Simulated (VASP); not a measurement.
A run of VASP 6.6.1 is set up as follows.

Contents of INCAR:

```
SYSTEM = Rb
PREC = Accurate
ENCUT = 500
EDIFF = 1E-8
ISMEAR = -1
SIGMA = 0.01
LREAL = .FALSE.
LASPH = .TRUE.
NELM = 120
ALGO = Normal
ISIF = 3
LWAVE = .FALSE.
LCHARG = .TRUE.
NBANDS = 10
IBRION = 6
NFREE = 2
POTIM = 0.015
NSW = 1
GGA_COMPAT = .FALSE.
```

KPOINTS

```
Automatic mesh
0
G
  4 4 4
  0 0 0
```

File POSCAR:

```
Rb
1.0
   -2.9545118600      2.9545118600      2.7308451950
    2.9545118600     -2.9545118600      2.7308451950
    2.9545118600      2.9545118600     -2.7308451950
Rb
1
Direct
    0.0000000000      0.0000000000      0.0000000000
```

Potentials or basis: VASP PAW LDA potentials, release 64 (Rb_sv).

Command:

```bash
$ cat potpaw_LDA.64/Rb_sv/POTCAR > POTCAR
$ mpirun -np 1 vasp_std > vasp.out
```

(1) Predict the Voigt bulk modulus.

Results:

(1) 2 GPa.

Caveat: the k points lie up to 0.39 Å⁻¹ apart; the elastic tensor has a negative eigenvalue, so either the cell is unstable as it stands or the mesh is too thin.
